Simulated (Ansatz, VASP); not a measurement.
## MgS in VASP and in Ansatz

```
Mg S
1.0
     2.60165    2.60165    0.00000
    -2.60165    2.60165    0.00000
     0.00000    2.60165    2.60165
Mg S
1 1
Direct
  0.00000 0.00000 0.00000
  0.50000 0.50000 0.00000
```

Alike in both runs: functional r2SCAN; k mesh 12 × 12 × 12; occupations fermi-dirac, width 0.1 eV; no spin polarisation.

Ansatz relaxed the structure, and its values are those at the end. VASP's run is a single point on that final structure, the one shown.

|  | VASP | Ansatz |
| --- | --- | --- |
| version | VASP 6.6.1 | Ansatz 0.2.0 |
| potentials or method | VASP PAW PBE potentials, release 64 (Mg, S) | PAW with Ansatz's default frozen-core files, scalar-relativistic |
| plane-wave cutoff (eV) | 520 | 500 |
| valence electrons in the cell | 8 | 16 |

Ansatz gave:

```
pressure (GPa) : 0.0
```

Q: What did VASP give for the same quantities?

A: Pressure (GPa): -0.5.

VASP's potentials were made for PBE, not for r2SCAN. With one functional, cell and mesh, what is left measures potentials, basis and numerics. VASP's potentials hold 8 valence electrons a cell and Ansatz's 16, so a difference there can come from the potentials and not from the codes.
